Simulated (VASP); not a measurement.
# Mo (I4/mmm) in VASP: further runs

Mo is run at these levels: PBE; tasks: single point.

All numbers are computed with VASP 6.6.1; they aren't measurements. Logs are shortened: lines on timing, memory, paths and dates and some standing lists are left out, and cuts for length are marked.

## 1. The cell of the first run

The structure is tetragonal, space group I4/mmm (No. 139). The conventional cell has a = 3.218 Å, b = 3.218 Å, c = 3.044 Å, α = 90.00°, β = 90.00°, γ = 90.00°. Mo (site symmetry 4/mmm) has 14 Mo at 2.74 to 3.22 Å within 3.6 Å.

## 2. Single point, PBE

The input, INCAR:

```
SYSTEM = Mo
  ALGO = Normal
  EDIFF = 1E-6
  ENCUT = 520
  GGA = PE
  ISIF = 2
  ISMEAR = 0
  LASPH = .True.
  LCHARG = .False.
  LREAL = .False.
  LWAVE = .False.
  NBANDS = 13
  NELM = 80
  PREC = Accurate
  SIGMA = 0.15
```

The input, KPOINTS:

```
k-points
0
Gamma
  20 20 20
  0 0 0
```

The input, POSCAR:

```
Mo
1.0
   -1.6092312297      1.6092312297      1.5222393515
    1.6092312297     -1.6092312297      1.5222393515
    1.6092312297      1.6092312297     -1.5222393515
Mo
1
Direct
    0.0000000000      0.0000000000      0.0000000000
```

Potentials or basis: VASP PAW PBE potentials, release 64 (Mo_sv).

Started as:

```
cat potpaw_PBE.64/Mo_sv/POTCAR > POTCAR
mpirun -np 1 vasp_std > vasp.out
```

OUTCAR:

```text
SYSTEM = Mo
   EDIFF = 1E-6
   ENCUT = 520
   GGA = PE
   ISIF = 2
   ISMEAR = 0
   LASPH = .True.
   LREAL = .False.
   NELM = 80
   PREC = Accurate

 ion  position               nearest neighbor table
   1  0.000  0.000  0.000-

  LATTYP: Found a body centered tetragonal cell.
 ALAT       =     3.2184624594
 C/A-ratio  =     0.9459419650

  Lattice vectors:

 A1 = (  -1.6092312297,   1.6092312297,   1.5222393515)
 A2 = (   1.6092312297,  -1.6092312297,   1.5222393515)
 A3 = (   1.6092312297,   1.6092312297,  -1.5222393515)

Analysis of symmetry for initial positions (statically):
=====================================================================
 Subroutine PRICEL returns:
 Original cell was already a primitive cell.

 Routine SETGRP: Setting up the symmetry group for a
 body centered tetragonal supercell.

 Subroutine GETGRP returns: Found 16 space group operations
 (whereof 16 operations were pure point group operations)
 out of a pool of 16 trial point group operations.

The static configuration has the point symmetry D_4h.

Analysis of symmetry for dynamics (positions and initial velocities):
=====================================================================
 Subroutine PRICEL returns:
 Original cell was already a primitive cell.

 Routine SETGRP: Setting up the symmetry group for a
 body centered tetragonal supercell.

 Subroutine GETGRP returns: Found 16 space group operations
 (whereof 16 operations were pure point group operations)
 out of a pool of 16 trial point group operations.

The dynamic configuration has the point symmetry D_4h.

 Subroutine INISYM returns: Found 16 space group operations
 (whereof 16 operations are pure point group operations),
 and found     1 'primitive' translations

----------------------------------------------------------------------------------------

                                     Primitive cell

  volume of cell :      15.7681

  direct lattice vectors                    reciprocal lattice vectors
    -1.609231230  1.609231230  1.522239351     0.000000000  0.310707368  0.328463457
     1.609231230 -1.609231230  1.522239351     0.310707368  0.000000000  0.328463457
     1.609231230  1.609231230 -1.522239351     0.310707368  0.310707368  0.000000000

  length of vectors
     2.737966936  2.737966936  2.737966936     0.452136386  0.452136386  0.439406574

  position of ions in fractional coordinates (direct lattice)
     0.000000000  0.000000000  0.000000000

  ion indices of the primitive-cell ions
   primitive index   ion index
                 1           1

----------------------------------------------------------------------------------------

 KPOINTS: k-points

Automatic generation of k-mesh.
 Grid dimensions read from file:
 generate k-points for:   20   20   20

 Generating k-lattice:

  Cartesian coordinates                     Fractional coordinates (reciprocal lattice)
     0.000000000  0.015535368  0.016423173     0.050000000  0.000000000 -0.000000000
     0.015535368  0.000000000  0.016423173     0.000000000  0.050000000 -0.000000000
     0.015535368  0.015535368  0.000000000     0.000000000  0.000000000  0.050000000

  Length of vectors
     0.022606819  0.022606819  0.021970329

  Shift w.r.t. Gamma in fractional coordinates (k-lattice)
     0.000000000  0.000000000  0.000000000

 Subroutine IBZKPT returns following result:
 ===========================================

 Found    641 irreducible k-points:

 Following reciprocal coordinates:
            Coordinates               Weight
  0.000000  0.000000  0.000000      1.000000
  0.050000 -0.000000  0.000000      8.000000
  0.100000  0.000000  0.000000      8.000000
  0.150000 -0.000000  0.000000      8.000000
  0.200000  0.000000  0.000000      8.000000
  0.250000 -0.000000  0.000000      8.000000
[... 16 lines left out ...]
 -0.400000  0.050000  0.000000     16.000000
 -0.350000  0.050000 -0.000000     16.000000
 [... further k-points ...]
   k-points           NKPTS =    641   k-points in BZ     NKDIM =    641   number of bands    NBANDS=     13
   number of dos      NEDOS =    301   number of ions     NIONS =      1
   total plane-waves  NPLWV =   8000
   dimension x,y,z NGX =    20 NGY =   20 NGZ =   20
   dimension x,y,z NGXF=    40 NGYF=   40 NGZF=   40
   ions per type =               1
   NGX,Y,Z   is equivalent  to a cutoff of  12.14, 12.14, 12.14 a.u.
   NGXF,Y,Z  is equivalent  to a cutoff of  24.29, 24.29, 24.29 a.u.
 SYSTEM =  Mo
   PREC   = accura    normal or accurate (medium, high low for compatibility)
   ISTART =      0    job   : 0-new  1-cont  2-samecut
   ICHARG =      2    charge: 1-file 2-atom 10-const
   ISPIN  =      1    spin polarized calculation?
   LNONCOLLINEAR =      F non collinear calculations
   LSORBIT =      F    spin-orbit coupling
   LASPH  =      T    aspherical Exc in radial PAW
   ENCUT  =  520.0 eV  38.22 Ry    6.18 a.u.   5.09  5.09  5.09*2*pi/ulx,y,z
   NELM   =     80;   NELMIN=  2; NELMDL= -5     # of ELM steps
   EDIFF  = 0.1E-05   stopping-criterion for ELM
   LREAL  =      F    real-space projection
   EDIFFG = 0.1E-04   stopping-criterion for IOM
   NSW    =      0    number of steps for IOM
   IBRION =     -1    ionic relax: 0-MD 1-quasi-New 2-CG
   NFREE  =      0    steps in history (QN), initial steepest desc. (CG)
   ISIF   =      2    stress and relaxation
   ISYM   =      2    0-nonsym 1-usesym 2-fastsym
   POTIM  = 0.5000    time-step for ionic-motion
   TEBEG  =    0.0;   TEEND  =   0.0 temperature during run
   PSTRESS=    0.0 pullay stress
   NELECT =      14.0000    total number of electrons
   NUPDOWN=      -1.0000    fix difference up-down
   EMIN   =  10.00;   EMAX   =-10.00  energy-range for DOS
   EFERMI =   0.00;   METHOD = LEGACY
   ISMEAR =     0;   SIGMA  =   0.15  broadening in eV -4-tet -1-fermi 0-gaus
   EFERMI_NEDOS =   21; number of points for ismear=-14 and -15
   IALGO  =     38    algorithm
   IMIX   =      4    mixing-type and parameters
     AMIX     =   0.40;   BMIX     =  1.00
     AMIX_MAG =   1.60;   BMIX_MAG =  1.00
  volume/ion in A,a.u.               =      15.77       106.41
  Fermi-wavevector in a.u.,A,eV,Ry     =   1.573467  2.973421 33.685270  2.475798
  Thomas-Fermi vector in A             =   2.674747
   LORBIT       =      0    0 simple, 1 ext, 2 COOP (PROOUT), +10 PAW based schemes
   GGA     = PE    functional components
   LHFCALC =     F    Hartree Fock is set to
   AEXX    =    0.0000 exact exchange contribution
   IVDW    =     0    specifies the selected vdW correction
   LEPSILON=     F    determine dielectric tensor
   LRPA    =     F    only Hartree local field effects (RPA)
 non-spin polarized calculation
 Gauss-broadening in eV      SIGMA  =   0.15
  energy-cutoff  :      520.00
  volume of cell :       15.77
 maximum number of plane-waves:       438
   NGX = 11   NGY = 11   NGZ = 11

 number of electron      14.0000000 magnetization

 Free energy of the ion-electron system (eV)
  ---------------------------------------------------
  ext. energy  EPLUGINS =         0.00000000
  ---------------------------------------------------
  free energy    TOTEN  =       -10.90857206 eV

  energy without entropy =      -10.90138159  energy(sigma->0) =      -10.90497682

 E-fermi :  12.4592     XC(G=0): -13.3408

 val. band max:       12.4589912581   @ k =  -0.4500   0.4500   0.2000
 cond. band min:      12.4624118272   @ k =  -0.2500   0.3500   0.1000
 fundamental gap:      0.0034205691
 Fermi energy:        12.4592483418

 k-point     1 :       0.0000    0.0000    0.0000
  band No.  band energies     occupation
      1     -48.8231      2.00000
      2     -22.1187      2.00000
      3     -22.1187      2.00000
      4     -22.0900      2.00000
      5       5.2484      2.00000
      6      10.6991      2.00000
      7      11.3540      2.00000
      8      11.3540      2.00000
      9      13.6470      0.00000
     10      14.4866      0.00000
     11      26.9475      0.00000
     12      26.9475      0.00000
     13      28.0442      0.00000

 k-point     2 :       0.0500   -0.0000    0.0000
  band No.  band energies     occupation
      1     -48.8169      2.00000
      2     -22.1445      2.00000
      3     -22.1301      2.00000
      4     -22.1010      2.00000
      5       5.3611      2.00000
      6      10.7163      2.00000
      7      11.3359      2.00000
      8      11.3727      2.00000
      9      13.6399      0.00000
     10      14.4098      0.00000
     11      27.1193      0.00000
     12      27.1410      0.00000
     13      28.1615      0.00000

 k-point     3 :       0.1000    0.0000    0.0000
  band No.  band energies     occupation
      1     -48.7986      2.00000
      2     -22.2435      2.00000
      3     -22.1631      2.00000
      4     -22.1077      2.00000
      5       5.6864      2.00000
      6      10.6635      2.00000
      7      11.2675      2.00000
      8      11.5428      2.00000
      9      13.6220      0.00000
     10      14.2443      0.00000
     11      27.5299      0.00000
     12      27.7070      0.00000
     13      28.4818      0.00000
[... 305 lines left out ...]
 k-point    23 :      -0.4000    0.0500    0.0000
  band No.  band energies     occupation
      1     -48.5996      2.00000
      2     -23.2675      2.00000
      3     -22.5113      2.00000
      4     -22.1503      2.00000
      5       7.4712      2.00000
      6       9.1761      2.00000
      7      12.3462      1.71344
      8      14.1632      0.00000
      9      14.7087      0.00000
     10      16.0150      0.00000
     11      25.1396      0.00000
     12      26.3271      0.00000
     13      31.0970      0.00000

 k-point    24 :      -0.3500    0.0500   -0.0000
  band No.  band energies     occupation
      1     -48.6329      2.00000
      2     -23.1063      2.00000
      3     -22.4533      2.00000
      4     -22.1439      2.00000
      5       7.5716      2.00000
      6       9.4065      2.00000
      7      11.5311      2.00000
      8      14.0181      0.00000
      9      14.4314      0.00000
     10      15.0717      0.00000
     11      25.9438      0.00000
     12      27.5574      0.00000
     13      32.4965      0.00000

 [... further k-points ...]
[... 5 lines left out ...]
  --------------------------------------------------------------------------------------
  -------------------------------------------------------------------------------------
  Total       -0.4451533     -0.4451533      1.2800290      0.0000000      0.0000000      0.0000000
  in kB      -45.2314306    -45.2314306    130.0620392      0.0000000      0.0000000      0.0000000
  external PRESSURE =      13.1997260 kB  Pullay stress =       0.0000000 kB

 VOLUME and BASIS-vectors are now :
 -----------------------------------------------------------------------------
  energy-cutoff  :      520.00
  volume of cell :       15.77
      direct lattice vectors                 reciprocal lattice vectors
    -1.609231230  1.609231230  1.522239351     0.000000000  0.310707368  0.328463457
     1.609231230 -1.609231230  1.522239351     0.310707368  0.000000000  0.328463457
     1.609231230  1.609231230 -1.522239351     0.310707368  0.310707368  0.000000000

 POSITION                                       TOTAL-FORCE (eV/Angst)
 -----------------------------------------------------------------------------------
      0.00000      0.00000      0.00000         0.000000     -0.000000      0.000000
 -----------------------------------------------------------------------------------
    total drift:                                0.000000     -0.000000      0.000000

  FREE ENERGIE OF THE ION-ELECTRON SYSTEM (eV)
  ---------------------------------------------------
  free  energy   TOTEN  =       -10.9085720597 eV

  energy  without entropy=      -10.9013815892  energy(sigma->0) =      -10.90497682
```

Run time: 1.9 min. Hardware: 1 thread of AMD EPYC 7R43 (Zen 3), shared host; peak memory 0.18 GiB.

Results:

```
Free energy            : -10.9086 eV
Pressure               : 1.3 GPa
Band gap on the k mesh : zero (band 7 reaches 16.33 eV, above the bottom of band 8 at 11.17 eV)
```

Caveat: the cell differs from its parent crystal (strain +e along x and -e along y +0.0000, strain +e along z and -e/2 along x and y -0.0367).

## 3. Single point, PBE

The input, INCAR:

```
SYSTEM = Mo
  PREC = Accurate
  ENCUT = 520
  EDIFF = 1E-6
  ISMEAR = 0
  SIGMA = 0.15
  LREAL = .False.
  LASPH = .True.
  NELM = 60
  ALGO = Normal
  ISIF = 2
  LWAVE = .False.
  LCHARG = .False.
  GGA = PE
  NBANDS = 13
```

The input, KPOINTS:

```
Automatic mesh
0
Gamma
  20 20 20
  0 0 0
```

The input, POSCAR:

```
Mo
1.0
   -1.5512366443      1.5512366443      1.6382285225
    1.5512366443     -1.5512366443      1.6382285225
    1.5512366443      1.5512366443     -1.6382285225
Mo
1
Direct
    0.0000000000      0.0000000000      0.0000000000
```

Potentials or basis: VASP PAW PBE potentials, release 64 (Mo_sv).

Started as:

```
cat potpaw_PBE.64/Mo_sv/POTCAR > POTCAR
mpirun -np 1 vasp_std > vasp.out
```

Run time: 1.7 min. Hardware: 1 thread of AMD EPYC 7R43 (Zen 3), shared host; peak memory 0.19 GiB.

The run converged. Its results:

| Item | Value |
| --- | --- |
| Free energy | -10.9116 eV |
| Pressure | 1.2 GPa |
| Band gap on the k mesh | zero (band 7 reaches 16.26 eV, above the bottom of band 8 at 11.42 eV) |

Stress tensor (GPa, compression positive):
```
 6.49  0.00  0.00
 0.00  6.49  0.00
 0.00  0.00 -9.30
```

Levels at points of the mesh, in eV from the Fermi level:
| k point | band 5 | band 6 | band 7 | band 8 | band 9 | band 10 |
| --- | --- | --- | --- | --- | --- | --- |
| (0.00, 0.00, 0.00) | -7.21 | -1.52 | -1.52 | -0.93 | 1.23 | 1.99 |
| (0.50, 0.00, 0.00) | -5.25 | -3.13 | 1.22 | 1.46 | 2.35 | 4.60 |
| (0.50, 0.50, 0.00) | -5.33 | -3.77 | 1.88 | 2.17 | 2.55 | 4.75 |
| (0.50, 0.50, 0.50) | -5.44 | -5.31 | 3.80 | 3.99 | 3.99 | 8.06 |

Caveat: the cell differs from its parent crystal (strain +e along x and -e along y +0.0000, strain +e along z and -e/2 along x and y +0.0367).
